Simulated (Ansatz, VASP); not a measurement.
**One calculation of Lu, two programs**

INCAR

```
SYSTEM = Lu
ALGO = Normal
EDIFF = 1E-6
ENCUT = 520
GGA = CA
ISIF = 2
ISMEAR = -1
LASPH = .TRUE.
LCHARG = .FALSE.
LREAL = .FALSE.
LWAVE = .FALSE.
NBANDS = 32
NELM = 100
PREC = Accurate
SIGMA = 0.1
```

Contents of KPOINTS:

```
k-points
0
G
  18 18 10
  0 0 0
```

File POSCAR:

```
Lu
1.0
    3.3823924653      0.0000000000      0.0000000000
   -1.6911962327      2.9292378005      0.0000000000
    0.0000000000      0.0000000000      5.2524129119
Lu
2
Direct
    0.3333333333      0.6666666667      0.2500000000
    0.6666666667      0.3333333333      0.7500000000
```

Input for Ansatz:

```yaml
crystal:
  lattice:
    - [3.3823924653, 0.0, 0.0]
    - [-1.6911962327, 2.9292378005, 0.0]
    - [0.0, 0.0, 5.2524129119]
  atoms:
    - { symbol: Lu, position: [0.3333333333, 0.6666666667, 0.25] }
    - { symbol: Lu, position: [0.6666666667, 0.3333333333, 0.75] }
hamiltonian:
  xc: lda
  pseudopotentials:
    kind: paw
    azcp:
      Lu: "pseudopotentials/Lu.paw.azcp"
basis:
  ecutwfc: 420
  fft_grid_basis: typed
kpoints:
  mp_grid: { grid: [18, 18, 10], shift: [0, 0, 0] }
magnetization:
  spin_polarized: false
scf:
  occupations: { method: fermi_dirac, width: 0.1 }
  lower_state_search: "off"
output:
  stress: true
```

Alike in both runs: task single point; functional LDA; k mesh 18 × 18 × 10; occupations fermi-dirac, width 0.1 eV; no spin polarisation.

|  | VASP | Ansatz |
| --- | --- | --- |
| version | VASP 6.6.1 | Ansatz 0.2.0 |
| potentials or method | VASP PAW PBE potentials, release 64 (Lu), cutoff 520 eV | plane waves (420 eV) with PAW, scalar-relativistic |
| valence electrons in the cell | 50 | 50 |

Ansatz gave:

```
pressure (GPa)                                                : 0.0
traceless stress, the component that is largest in VASP (GPa) : 0.10
```

Q: Estimate VASP's values.

A: Pressure (GPa): 0.2; traceless stress, the component that is largest in VASP (GPa): 0.13.

VASP's potentials were made for PBE, not for LDA, and Ansatz warns of the same on its side. LDA's correlation is that of Perdew and Zunger in VASP and of Perdew and Wang (1992) in Ansatz.

Neither program's run includes spin-orbit coupling.
